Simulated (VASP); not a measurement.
# CO: single point with PBE+D3(BJ)

System: CO.

```
O C
1.0
     7.74175    0.00000    0.00000
     0.00000    7.74175    0.00000
     0.00000    0.00000    7.74175
O C
10 10
Direct
  0.93714 0.22233 0.07498
  0.07584 0.67787 0.53554
  0.78781 0.86625 0.17147
  0.52006 0.10560 0.62647
  0.06712 0.33265 0.65920
  0.28886 0.76124 0.99496
  0.90698 0.99257 0.68133
  0.38176 0.26844 0.10210
  0.62251 0.45404 0.48821
  0.72038 0.51417 0.85829
  0.01139 0.28700 0.18505
  0.12642 0.76952 0.43534
  0.66741 0.82945 0.25276
  0.41816 0.00964 0.66094
  0.18322 0.33376 0.75201
  0.20201 0.65654 0.04916
  0.89915 0.92279 0.81060
  0.46740 0.15314 0.13571
  0.75684 0.45031 0.43023
  0.70126 0.48781 0.00180
```

| Item | Value |
| --- | --- |
| Program | VASP 6.6.1 |
| Task | single point |
| Functional | PBE |
| Dispersion | D3(BJ) |
| Potentials or basis | VASP PAW PBE potentials, release 64 (O, C) |
| Cutoff | 520 eV |
| k mesh | 1 × 1 × 1 |
| Occupations | fermi-dirac, width 0.05 eV |
| Spin | no spin polarisation |

- Pressure: 1.3 GPa
- Largest force: 3.385 eV/Å
- Dispersion energy per atom: -0.059 eV

Forces in eV/Å, atoms in the order of the input:
```
O   -0.058 -0.124 -0.144
O   -0.836 -1.577  1.729
O   -1.431 -0.474  1.159
O    2.423  2.184 -0.819
O    0.775 -0.045  0.649
O    0.730  0.815 -0.415
O   -0.063  0.270 -0.392
O    0.015 -0.036  0.043
O   -1.127  0.017  0.464
O    0.073  0.097 -0.436
C    0.239 -0.055  0.253
C    0.986  1.624 -1.854
C    1.452  0.413 -0.930
C   -2.395 -2.259  0.789
C   -0.757  0.057 -0.649
C   -0.735 -0.793  0.387
C   -0.012 -0.272  0.309
C   -0.029  0.040  0.000
C    0.938  0.027 -0.487
C   -0.188  0.090  0.344
```

Stress tensor (GPa, compression positive):
```
 1.11  0.70 -0.70
 0.70  1.79 -0.87
-0.70 -0.87  1.07
```

Levels at points of the mesh, in eV from the Fermi level:
```csv
k point,band 47,band 48,band 49,band 50,band 51,band 52,band 53,band 54
"(0.00, 0.00, 0.00)",-1.79,-1.71,-1.61,-1.28,4.32,4.34,4.42,4.47
```

It took 47 s on 1 thread of Intel(R) Xeon(R) Platinum 8488C (Sapphire Rapids) (shared host), peak memory 0.42 GiB.

Caveat: the k points lie up to 0.81 Å⁻¹ apart, too coarse for converged energies, forces and pressures; the atoms stand as in a frame of molecular dynamics.
